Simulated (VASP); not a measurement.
Runs of VASP 6.6.1 on Ta. The structure is that of space group Fm-3m (No. 225), or close to it. The cells are those of the table. 

```tsv
task	cell	k mesh	cutoff (eV)	gap on the mesh (eV)	pressure (GPa)
relaxation of cell and atoms	relaxed to 54 GPa from a = 2.796 Å, angles 60.0°, 1 atom	17 × 17 × 17	600	none	54.0
single point	a = 2.987 Å, angles 60.0°, 1 atom	16 × 16 × 16	520	none	0.0
single point	a = 2.796 Å, angles 60.0°, 1 atom	17 × 17 × 17	500	none	54.6
single point	a = 2.796 Å, angles 60.0°, 1 atom	17 × 17 × 17	520	none	(a)
single point	a = 2.795 Å, angles 60.0°, 1 atom	17 × 17 × 17	520	none	55.0
relaxation of cell and atoms	relaxed from a = 2.959 Å, angles 60.0°, 1 atom	16 × 16 × 16	600	none	0.0
```

Alike in all rows: level PBE; potentials or basis VASP PAW PBE potentials, release 64 (Ta_pv); no spin polarisation; smearing fermi-dirac 0.08 eV.

Problem. Fill in the values left out.

Solution. (a) 54.5.

Caveats: spin-orbit coupling is left out, which moves the levels of the heavy elements; the cell is relaxed towards a set pressure, so the enthalpy falls and the energy may rise (some runs).

A k mesh can miss the band edges, and the runs leave out spin-orbit coupling on Ta.

A gap of «none» marks levels without a gap at the run's occupations.
